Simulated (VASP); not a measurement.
# Si (Ibca) in VASP: a series of runs

Runs on Si. Level: PBE. Tasks: single point.

Everything below comes from runs of VASP 6.6.1. Logs are shortened: lines on timing, memory, paths and dates and some standing lists are left out, and cuts for length are marked.

### Step 1. The cell of the first run

Symmetry: Ibca, No. 73, orthorhombic system. The conventional cell has a = 6.596 Å, b = 6.596 Å, c = 7.148 Å, α = 90.00°, β = 90.00°, γ = 90.00°. Within 3.1 Å of Si (site symmetry 1) lie 4 Si at 2.37 to 2.51 Å.

### Step 2. Single point, PBE (19.44 Å³/atom)

INCAR reads:

```
PREC = Accurate
ENCUT = 520
EDIFF = 1E-7
ISMEAR = 0
SIGMA = 0.15
LREAL = False
LASPH = True
NELM = 60
ALGO = Fast
ISIF = 2
LWAVE = False
LCHARG = False
GGA = PE
NBANDS = 26
```

KPOINTS reads:

```
regular mesh
0
Gamma
  10 10 10
```

POSCAR reads:

```
Si
1.0
   -3.2981651188      3.2981651188      3.5742215392
    3.2981651188     -3.2981651188      3.5742215392
    3.2981651188      3.2981651188     -3.5742215392
Si
8
Direct
    0.2028545115      0.2028545115      0.2028545115
    0.5000000000      0.0000000000      0.2971454885
    0.2971454885      0.5000000000      0.0000000000
    0.0000000000      0.2971454885      0.5000000000
    0.7971454885      0.7971454885      0.7971454885
    0.5000000000      0.0000000000      0.7028545115
    0.7028545115      0.5000000000      0.0000000000
    0.0000000000      0.7028545115      0.5000000000
```

Potentials or basis: VASP PAW PBE potentials, release 64 (Si).

Run with:

```
> cat potpaw_PBE.64/Si/POTCAR > POTCAR
> mpirun -np 1 vasp_std > vasp.out
```

OUTCAR:

```text
PREC = Accurate
   ENCUT = 520
   EDIFF = 1E-7
   ISMEAR = 0
   LREAL = False
   LASPH = True
   NELM = 60
   ISIF = 2
   GGA = PE

 ion  position               nearest neighbor table
   1  0.203  0.203  0.203-   2 2.37   5 2.38   4 2.44   3 2.51
   2  0.500  0.000  0.297-   1 2.37   6 2.38   3 2.44   4 2.51
   3  0.297  0.500  0.000-   4 2.37   7 2.38   2 2.44   1 2.51
   4  0.000  0.297  0.500-   3 2.37   8 2.38   1 2.44   2 2.51
   5  0.797  0.797  0.797-   6 2.37   1 2.38   8 2.44   7 2.51
   6  0.500  0.000  0.703-   5 2.37   2 2.38   7 2.44   8 2.51
   7  0.703  0.500  0.000-   8 2.37   3 2.38   6 2.44   5 2.51
   8  0.000  0.703  0.500-   7 2.37   4 2.38   5 2.44   6 2.51

  LATTYP: Found a body centered tetragonal cell.
 ALAT       =     6.5963302376
 C/A-ratio  =     1.0837000000

  Lattice vectors:

 A1 = (  -3.2981651188,   3.2981651188,   3.5742215392)
 A2 = (   3.2981651188,  -3.2981651188,   3.5742215392)
 A3 = (   3.2981651188,   3.2981651188,  -3.5742215392)

Analysis of symmetry for initial positions (statically):
=====================================================================
 Subroutine PRICEL returns:
 Original cell was already a primitive cell.

 Routine SETGRP: Setting up the symmetry group for a
 body centered tetragonal supercell.

 Subroutine GETGRP returns: Found  8 space group operations
 (whereof  2 operations were pure point group operations)
 out of a pool of 16 trial point group operations.

The static configuration has the point symmetry S_2 .
 The point group associated with its full space group is D_2h.

Analysis of symmetry for dynamics (positions and initial velocities):
=====================================================================
 Subroutine PRICEL returns:
 Original cell was already a primitive cell.

 Routine SETGRP: Setting up the symmetry group for a
 body centered tetragonal supercell.

 Subroutine GETGRP returns: Found  8 space group operations
 (whereof  2 operations were pure point group operations)
 out of a pool of 16 trial point group operations.

The dynamic configuration has the point symmetry S_2 .
 The point group associated with its full space group is D_2h.

 Subroutine INISYM returns: Found  8 space group operations
 (whereof  2 operations are pure point group operations),
 and found     1 'primitive' translations

----------------------------------------------------------------------------------------

[... 111 lines left out ...]
   ISYM   =      2    0-nonsym 1-usesym 2-fastsym
   POTIM  = 0.5000    time-step for ionic-motion
   TEBEG  =    0.0;   TEEND  =   0.0 temperature during run
   PSTRESS=    0.0 pullay stress
   NELECT =      32.0000    total number of electrons
   NUPDOWN=      -1.0000    fix difference up-down
   EMIN   =  10.00;   EMAX   =-10.00  energy-range for DOS
   EFERMI =   0.00;   METHOD = LEGACY
   ISMEAR =     0;   SIGMA  =   0.15  broadening in eV -4-tet -1-fermi 0-gaus
   EFERMI_NEDOS =   21; number of points for ismear=-14 and -15
   IALGO  =     68    algorithm
   IMIX   =      4    mixing-type and parameters
     AMIX     =   0.40;   BMIX     =  1.00
     AMIX_MAG =   1.60;   BMIX_MAG =  1.00
  volume/ion in A,a.u.               =      19.44       131.19
  Fermi-wavevector in a.u.,A,eV,Ry     =   0.966487  1.826396 12.709166  0.934097
  Thomas-Fermi vector in A             =   2.096293
   LORBIT       =      0    0 simple, 1 ext, 2 COOP (PROOUT), +10 PAW based schemes
   GGA     = PE    functional components
   LHFCALC =     F    Hartree Fock is set to
   AEXX    =    0.0000 exact exchange contribution
   IVDW    =     0    specifies the selected vdW correction
   LEPSILON=     F    determine dielectric tensor
   LRPA    =     F    only Hartree local field effects (RPA)
 non-spin polarized calculation
 RMM-DIIS sequential band-by-band and
 Gauss-broadening in eV      SIGMA  =   0.15
  energy-cutoff  :      520.00
  volume of cell :      155.52
 maximum number of plane-waves:      4222
 NGX is ok and might be reduce to    48
   NGX = 21   NGY = 21   NGZ = 21

 number of electron      32.0000000 magnetization

 Free energy of the ion-electron system (eV)
  ---------------------------------------------------
  ext. energy  EPLUGINS =         0.00000000
  ---------------------------------------------------
  free energy    TOTEN  =       -41.73536100 eV

  energy without entropy =      -41.72455614  energy(sigma->0) =      -41.72995857

 E-fermi :   6.4415     XC(G=0):  -9.7240

 val. band max:        6.4323029653   @ k =  -0.1000   0.4000   0.5000
 cond. band min:       6.4455590790   @ k =  -0.3000  -0.4000   0.3000
 fundamental gap:      0.0132561137
 Fermi energy:         6.4415320000

 k-point     1 :       0.0000    0.0000    0.0000
  band No.  band energies     occupation
      1      -5.8009      2.00000
      2      -1.7705      2.00000
      3      -1.6368      2.00000
      4      -1.4710      2.00000
      5      -0.9597      2.00000
      6       0.0369      2.00000
[... 685 lines left out ...]
     25      11.2107      0.00000
     26      11.3885      0.00000

 [... further k-points ...]

------------------------ aborting loop because EDIFF is reached ----------------------------------------

  FORCE on cell =-STRESS in cart. coord.  units (eV):
  Direction    XX          YY          ZZ          XY          YZ          ZX
  --------------------------------------------------------------------------------------
  -------------------------------------------------------------------------------------
  Total       -0.7485415     -0.4345689    -11.1590884     -0.0000000      0.0000000      0.0000000
  in kB       -7.7115242     -4.4769578   -114.9616668     -0.0000000      0.0000000      0.0000000
  external PRESSURE =     -42.3833829 kB  Pullay stress =       0.0000000 kB

 VOLUME and BASIS-vectors are now :
 -----------------------------------------------------------------------------
  energy-cutoff  :      520.00
  volume of cell :      155.52
      direct lattice vectors                 reciprocal lattice vectors
    -3.298165119  3.298165119  3.574221539     0.000000000  0.151599445  0.139890601
     3.298165119 -3.298165119  3.574221539     0.151599445  0.000000000  0.139890601
     3.298165119  3.298165119 -3.574221539     0.151599445  0.151599445  0.000000000

 POSITION                                       TOTAL-FORCE (eV/Angst)
 -----------------------------------------------------------------------------------
      0.66905      0.66905      0.72505         0.020148     -0.370993      0.017688
     -0.66905      2.62912      0.72505        -0.020148      0.370993      0.017688
      0.66905     -0.66905      2.84917         0.020148      0.370993     -0.017688
      2.62912      0.66905     -0.72505        -0.020148     -0.370993     -0.017688
      2.62912      2.62912      2.84917        -0.020148      0.370993     -0.017688
      0.66905      3.96721     -0.72505         0.020148     -0.370993     -0.017688
     -0.66905      0.66905      4.29927        -0.020148     -0.370993      0.017688
      3.96721     -0.66905      0.72505         0.020148      0.370993      0.017688
 -----------------------------------------------------------------------------------
    total drift:                               -0.000000     -0.000000     -0.000000

  FREE ENERGIE OF THE ION-ELECTRON SYSTEM (eV)
  ---------------------------------------------------
  free  energy   TOTEN  =       -41.7353609950 eV

  energy  without entropy=      -41.7245561420  energy(sigma->0) =      -41.72995857
```

stdout:

```text
POSCAR found type information on POSCAR Si
 POSCAR found :  1 types and       8 ions
 scaLAPACK will be used
 LDA part: xc-table for (Slater+PW92), standard interpolation
 POSCAR, INCAR and KPOINTS ok, starting setup
 FFT: planning ... GRIDC
 FFT: planning ... GRID_SOFT
 FFT: planning ... GRID
 WAVECAR not read
 entering main loop
```

It took 12 min on 1 thread of Oxide Virtual Turin-like, shared host; peak memory 0.59 GiB.

What came out:

| Property | Result |
| --- | --- |
| Free energy | -41.7354 eV |
| Pressure | -4.2 GPa |
| Largest force | 0.372 eV/Å |
| Band gap on the k mesh | zero (bands 16 and 17 overlap by 0.17 eV) |

Forces in eV/Å, atoms in the order of the input:
```
Si   0.020 -0.371  0.018
Si  -0.020  0.371  0.018
Si   0.020  0.371 -0.018
Si  -0.020 -0.371 -0.018
Si  -0.020  0.371 -0.018
Si   0.020 -0.371 -0.018
Si  -0.020 -0.371  0.018
Si   0.020  0.371  0.018
```

Stress tensor (GPa, compression positive):
```
 -0.77   0.00   0.00
  0.00  -0.45   0.00
  0.00   0.00 -11.50
```

Levels at points of the mesh, in eV from the Fermi level:
```
           k point  band 12  band 13  band 14  band 15  band 16  band 17  band 18  band 19  band 20  band 21
(0.00, 0.00, 0.00)    -3.82    -3.61    -1.98    -1.17    -0.41     0.66     2.12     2.25     3.14     3.62
(0.50, 0.00, 0.00)    -2.66    -1.89    -1.89    -0.91    -0.91     0.11     0.11     2.01     2.01     2.51
(0.00, 0.50, 0.00)    -2.51    -2.00    -2.00    -1.33    -1.33     0.73     0.73     1.86     1.86     2.24
(0.50, 0.50, 0.00)    -2.51    -1.96    -1.96    -1.48    -1.48     0.48     0.48     1.62     1.62     1.93
(0.50, 0.50, 0.50)    -2.43    -2.41    -0.60    -0.21     0.06     0.53     2.04     2.21     2.34     2.56
```

Caveat: the stress differs along the axes, from -11 to -0 GPa; semilocal functionals underestimate gaps, and a narrow one can read as zero.

### Step 3. Single point, PBE (19.44 Å³/atom)

INCAR reads:

```
ALGO = Fast ; EDIFF = 1E-7
ENCUT = 520 ; GGA = PE
ISIF = 2 ; ISMEAR = 0
LASPH = T ; LCHARG = F
LREAL = F ; LWAVE = F
NBANDS = 26 ; NELM = 100
PREC = Accurate ; SIGMA = 0.15
```

KPOINTS reads:

```
k-points
0
Gamma
  10 10 10
```

POSCAR: that of step 2 with these lines changed.

```diff
@@ -2,5 +2,5 @@
 1.0
-   -3.2981651188      3.2981651188      3.5742215392
-    3.2981651188     -3.2981651188      3.5742215392
-    3.2981651188      3.2981651188     -3.5742215392
+   -3.3426572126      3.3426572126      3.4797061583
+    3.3426572126     -3.3426572126      3.4797061583
+    3.3426572126      3.3426572126     -3.4797061583
 Si
```

Potentials or basis: VASP PAW PBE potentials, release 64 (Si).

Run with:

```
> cat potpaw_PBE.64/Si/POTCAR > POTCAR
> mpirun -np 1 vasp_std > vasp.out
```

It took 19 min on 1 thread of AMD EPYC 9755, shared host; peak memory 0.59 GiB.

The run converged. Its results:

* Free energy: -41.9489 eV
* Pressure: -4.4 GPa
* Largest force: 0.263 eV/Å
* Band gap on the k mesh: zero (bands 16 and 17 overlap by 0.05 eV)

Forces in eV/Å, atoms in the order of the input:
```
Si  -0.063 -0.251 -0.048
Si   0.063  0.251 -0.048
Si  -0.063  0.251  0.048
Si   0.063 -0.251  0.048
Si   0.063  0.251  0.048
Si  -0.063 -0.251  0.048
Si   0.063 -0.251 -0.048
Si  -0.063  0.251 -0.048
```

Stress tensor (GPa, compression positive):
```
-2.64  0.00  0.00
 0.00 -2.56  0.00
 0.00  0.00 -8.10
```

Levels at points of the mesh, in eV from the Fermi level:
| k point | band 14 | band 15 | band 16 | band 17 | band 18 | band 19 |
| --- | --- | --- | --- | --- | --- | --- |
| (0.00, 0.00, 0.00) | -1.66 | -1.29 | -0.68 | 1.13 | 1.89 | 1.95 |
| (0.50, 0.00, 0.00) | -1.99 | -1.10 | -1.10 | 0.26 | 0.26 | 1.97 |
| (0.00, 0.50, 0.00) | -2.07 | -1.30 | -1.30 | 0.57 | 0.57 | 1.89 |
| (0.50, 0.50, 0.00) | -2.02 | -1.37 | -1.37 | 0.45 | 0.45 | 1.82 |
| (0.50, 0.50, 0.50) | -0.62 | -0.04 | 0.11 | 0.32 | 2.35 | 2.42 |

Caveat: the stress differs along the axes, from -8 to -3 GPa; semilocal functionals underestimate gaps, and a narrow one can read as zero.
